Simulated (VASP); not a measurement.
# GaAs (F-43m) in VASP: notebook

Runs on GaAs. Level: PBE. Tasks: single point, relaxation of cell and atoms.

All numbers are computed with VASP 6.6.1; they aren't measurements. Logs are shortened: lines on timing, memory, paths and dates and some standing lists are left out, and cuts for length are marked.

### 1 The cell of the first run

It takes space group F-43m (No. 216, cubic). Conventional cell: a = 5.746 Å, b = 5.746 Å, c = 5.746 Å, α = 90.00°, β = 90.00°, γ = 90.00°. Ga (site symmetry -43m) has 4 As at 2.49 Å within 3.3 Å. As (site symmetry -43m) has 4 Ga at 2.49 Å within 3.3 Å.

### 2 Single point, PBE

INCAR reads:

```
ALGO = Normal
EDIFF = 1E-6
ENCUT = 520
GGA = PE
ISIF = 2
ISMEAR = 0
LASPH = True
LCHARG = False
LREAL = False
LWAVE = False
NBANDS = 16
NELM = 100
PREC = Accurate
SIGMA = 0.05
```

KPOINTS reads:

```
k-points
0
Gamma
  10 10 10
```

POSCAR reads:

```
GaAs
1.0
    0.0000000000      2.8729907547      2.8729907547
    2.8729907547      0.0000000000      2.8729907547
    2.8729907547      2.8729907547      0.0000000000
Ga As
1 1
Direct
    0.0000000000      0.0000000000      0.0000000000
    0.2500000000      0.2500000000      0.2500000000
```

Potentials or basis: VASP PAW PBE potentials, release 64 (Ga_d, As).

Started as:

```bash
$ cat potpaw_PBE.64/Ga_d/POTCAR potpaw_PBE.64/As/POTCAR > POTCAR
$ mpirun -np 1 vasp_std > vasp.out
```

OUTCAR:

```text
EDIFF = 1E-6
   ENCUT = 520
   GGA = PE
   ISIF = 2
   ISMEAR = 0
   LASPH = True
   LREAL = False
   NELM = 100
   PREC = Accurate

 ion  position               nearest neighbor table
   1  0.000  0.000  0.000-   2 2.49   2 2.49   2 2.49   2 2.49
   2  0.250  0.250  0.250-   1 2.49   1 2.49   1 2.49   1 2.49

  LATTYP: Found a face centered cubic cell.
 ALAT       =     5.7459815094

  Lattice vectors:

 A1 = (   0.0000000000,   2.8729907547,   2.8729907547)
 A2 = (   2.8729907547,   0.0000000000,   2.8729907547)
 A3 = (   2.8729907547,   2.8729907547,   0.0000000000)

Analysis of symmetry for initial positions (statically):
=====================================================================
 Subroutine PRICEL returns:
 Original cell was already a primitive cell.

 Routine SETGRP: Setting up the symmetry group for a
 face centered cubic supercell.

 Subroutine GETGRP returns: Found 24 space group operations
 (whereof 24 operations were pure point group operations)
 out of a pool of 48 trial point group operations.

The static configuration has the point symmetry T_d .

Analysis of symmetry for dynamics (positions and initial velocities):
=====================================================================
 Subroutine PRICEL returns:
 Original cell was already a primitive cell.

 Routine SETGRP: Setting up the symmetry group for a
 face centered cubic supercell.

 Subroutine GETGRP returns: Found 24 space group operations
 (whereof 24 operations were pure point group operations)
 out of a pool of 48 trial point group operations.

The dynamic configuration has the point symmetry T_d .

 Subroutine INISYM returns: Found 24 space group operations
 (whereof 24 operations are pure point group operations),
 and found     1 'primitive' translations

----------------------------------------------------------------------------------------

                                     Primitive cell

  volume of cell :      47.4278

  direct lattice vectors                    reciprocal lattice vectors
     0.000000000  2.872990755  2.872990755    -0.174034671  0.174034671  0.174034671
     2.872990755  0.000000000  2.872990755     0.174034671 -0.174034671  0.174034671
     2.872990755  2.872990755  0.000000000     0.174034671  0.174034671 -0.174034671

  length of vectors
     4.063022490  4.063022490  4.063022490     0.301436892  0.301436892  0.301436892

[... 79 lines left out ...]
   NELM   =    100;   NELMIN=  2; NELMDL= -5     # of ELM steps
   EDIFF  = 0.1E-05   stopping-criterion for ELM
   LREAL  =      F    real-space projection
   EDIFFG = 0.1E-04   stopping-criterion for IOM
   NSW    =      0    number of steps for IOM
   IBRION =     -1    ionic relax: 0-MD 1-quasi-New 2-CG
   NFREE  =      0    steps in history (QN), initial steepest desc. (CG)
   ISIF   =      2    stress and relaxation
   ISYM   =      2    0-nonsym 1-usesym 2-fastsym
   POTIM  = 0.5000    time-step for ionic-motion
   TEBEG  =    0.0;   TEEND  =   0.0 temperature during run
   PSTRESS=    0.0 pullay stress
   NELECT =      18.0000    total number of electrons
   NUPDOWN=      -1.0000    fix difference up-down
   EMIN   =  10.00;   EMAX   =-10.00  energy-range for DOS
   EFERMI =   0.00;   METHOD = LEGACY
   ISMEAR =     0;   SIGMA  =   0.05  broadening in eV -4-tet -1-fermi 0-gaus
   EFERMI_NEDOS =   21; number of points for ismear=-14 and -15
   IALGO  =     38    algorithm
   IMIX   =      4    mixing-type and parameters
     AMIX     =   0.40;   BMIX     =  1.00
     AMIX_MAG =   1.60;   BMIX_MAG =  1.00
  volume/ion in A,a.u.               =      23.71       160.03
  Fermi-wavevector in a.u.,A,eV,Ry     =   1.185281  2.239857 19.114713  1.404892
  Thomas-Fermi vector in A             =   2.321478
   LORBIT       =      0    0 simple, 1 ext, 2 COOP (PROOUT), +10 PAW based schemes
   GGA     = PE    functional components
   LHFCALC =     F    Hartree Fock is set to
   AEXX    =    0.0000 exact exchange contribution
   IVDW    =     0    specifies the selected vdW correction
   LEPSILON=     F    determine dielectric tensor
   LRPA    =     F    only Hartree local field effects (RPA)
 non-spin polarized calculation
 Gauss-broadening in eV      SIGMA  =   0.05
  energy-cutoff  :      520.00
  volume of cell :       47.43
 maximum number of plane-waves:      1298
   NGX = 15   NGY = 15   NGZ = 15

 number of electron      17.9999987 magnetization

 Free energy of the ion-electron system (eV)
  ---------------------------------------------------
  ext. energy  EPLUGINS =         0.00000000
  ---------------------------------------------------
  free energy    TOTEN  =        -8.27525634 eV

  energy without entropy =       -8.27524912  energy(sigma->0) =       -8.27525273

 E-fermi :   3.5746     XC(G=0):  -9.3714

 val. band max:        3.4867551828   @ k =   0.0000   0.0000   0.0000
 cond. band min:       3.6475928957   @ k =   0.0000   0.0000   0.0000
 fundamental gap:      0.1608377128
 Fermi energy:         3.5745894872

 k-point     1 :       0.0000    0.0000    0.0000
  band No.  band energies     occupation
      1     -11.2394      2.00000
      2     -11.2394      2.00000
      3     -11.2394      2.00000
      4     -11.1714      2.00000
      5     -11.1714      2.00000
      6      -8.9008      2.00000
[... 433 lines left out ...]
      3     -11.2077      2.00000
      4     -11.1857      2.00000
      5     -11.1632      2.00000
      6      -7.2942      2.00000
[... 8 lines left out ...]
     15      15.5506      0.00000
     16      15.9799      0.00000

 [... further k-points ...]

------------------------ aborting loop because EDIFF is reached ----------------------------------------

  FORCE on cell =-STRESS in cart. coord.  units (eV):
  Direction    XX          YY          ZZ          XY          YZ          ZX
  --------------------------------------------------------------------------------------
  -------------------------------------------------------------------------------------
  Total        0.0375991      0.0375991      0.0375991      0.0000000      0.0000000     -0.0000000
  in kB        1.2701522      1.2701522      1.2701522      0.0000000      0.0000000     -0.0000000
  external PRESSURE =       1.2701522 kB  Pullay stress =       0.0000000 kB

 VOLUME and BASIS-vectors are now :
 -----------------------------------------------------------------------------
  energy-cutoff  :      520.00
  volume of cell :       47.43
      direct lattice vectors                 reciprocal lattice vectors
     0.000000000  2.872990755  2.872990755    -0.174034671  0.174034671  0.174034671
     2.872990755  0.000000000  2.872990755     0.174034671 -0.174034671  0.174034671
     2.872990755  2.872990755  0.000000000     0.174034671  0.174034671 -0.174034671

 POSITION                                       TOTAL-FORCE (eV/Angst)
 -----------------------------------------------------------------------------------
      0.00000      0.00000      0.00000        -0.000000     -0.000000     -0.000000
      1.43650      1.43650      1.43650         0.000000      0.000000      0.000000
 -----------------------------------------------------------------------------------
    total drift:                                0.000002      0.000002      0.000002

  FREE ENERGIE OF THE ION-ELECTRON SYSTEM (eV)
  ---------------------------------------------------
  free  energy   TOTEN  =        -8.2752563375 eV

  energy  without entropy=       -8.2752491249  energy(sigma->0) =       -8.27525273
```

stdout:

```text
POSCAR found type information on POSCAR GaAs
 POSCAR found :  2 types and       2 ions
 scaLAPACK will be used
 LDA part: xc-table for (Slater+PW92), standard interpolation
 POSCAR, INCAR and KPOINTS ok, starting setup
 FFT: planning ... GRIDC
 FFT: planning ... GRID_SOFT
 FFT: planning ... GRID
 WAVECAR not read
 entering main loop
```

Wall time 65 s (1 thread of AMD EPYC 7R13, shared host); peak memory 0.16 GiB.

What came out:

- Free energy: -8.2753 eV
- Pressure: 0.1 GPa
- Band gap on the k mesh: 0.16 eV, direct

Levels at points of the mesh, in eV from the valence-band top:
```csv
k point,band 7,band 8,band 9,band 10,band 11,band 12
"(0.00, 0.00, 0.00)",0.00,0.00,0.00,0.16,3.72,3.72
"(0.50, 0.00, 0.00)",-6.38,-1.07,-1.07,0.87,4.62,4.62
"(0.50, 0.50, 0.00)",-6.60,-2.51,-2.51,1.55,1.68,9.78
```

### 3 Relaxation of cell and atoms, PBE

This run uses another cell than the first one, of 23.77 Å³/atom, 1.002 times its volume.

INCAR reads:

```
PREC = Accurate ; ENCUT = 600
EDIFF = 1E-6 ; ISMEAR = 0
SIGMA = 0.05 ; LREAL = F
LASPH = T ; NELM = 100
ALGO = Normal ; ISIF = 3
LWAVE = F ; LCHARG = F
GGA = PE ; IBRION = 2
NSW = 100 ; EDIFFG = -0.005
```

KPOINTS reads:

```
regular mesh
0
Gamma
  10 10 10
```

POSCAR reads:

```
GaAs
1.0
    0.0000000000      2.8750910496      2.8750910496
    2.8750910496      0.0000000000      2.8750910496
    2.8750910496      2.8750910496      0.0000000000
Ga As
1 1
Direct
    0.0000000000      0.0000000000      0.0000000000
    0.2500000000      0.2500000000      0.2500000000
```

Potentials or basis: VASP PAW PBE potentials, release 64 (Ga_d, As).

Started as:

```bash
$ cat potpaw_PBE.64/Ga_d/POTCAR potpaw_PBE.64/As/POTCAR > POTCAR
$ mpirun -np 1 vasp_std > vasp.out
```

Run time: 55 s. Hardware: 1 thread of AMD EPYC 7R13, shared host; peak memory 0.17 GiB.

Results (log left out):

```yaml
Free_energy: -8.2751 eV
Pressure_after_relaxing: 0.0 GPa
Band_gap_on_the_k_mesh: 0.14 eV, direct
```

Final structure:
```cif
data_structure
_symmetry_space_group_name_H-M 'P 1'
_symmetry_Int_Tables_number 1
_cell_length_a 4.0660
_cell_length_b 4.0660
_cell_length_c 4.0660
_cell_angle_alpha 60.000
_cell_angle_beta 60.000
_cell_angle_gamma 60.000
_cell_volume 47.53
loop_
_atom_site_label
_atom_site_type_symbol
_atom_site_fract_x
_atom_site_fract_y
_atom_site_fract_z
_atom_site_occupancy
Ga1 Ga 0.00000 0.00000 0.00000 1
As1 As 0.25000 0.25000 0.25000 1
```

Levels at points of the mesh, in eV from the valence-band top:
```tsv
k point	band 5	band 6	band 7	band 8	band 9	band 10	band 11	band 12	band 13
(0.00, 0.00, 0.00)	-14.66	-12.37	0.00	0.00	0.00	0.14	3.72	3.72	3.72
(0.50, 0.00, 0.00)	-14.65	-10.76	-6.37	-1.07	-1.07	0.86	4.62	4.62	7.70
(0.50, 0.50, 0.00)	-14.64	-10.09	-6.59	-2.50	-2.50	1.56	1.68	9.77	9.77
```

Caveat: the relaxation stopped at its first step, so nothing moved.
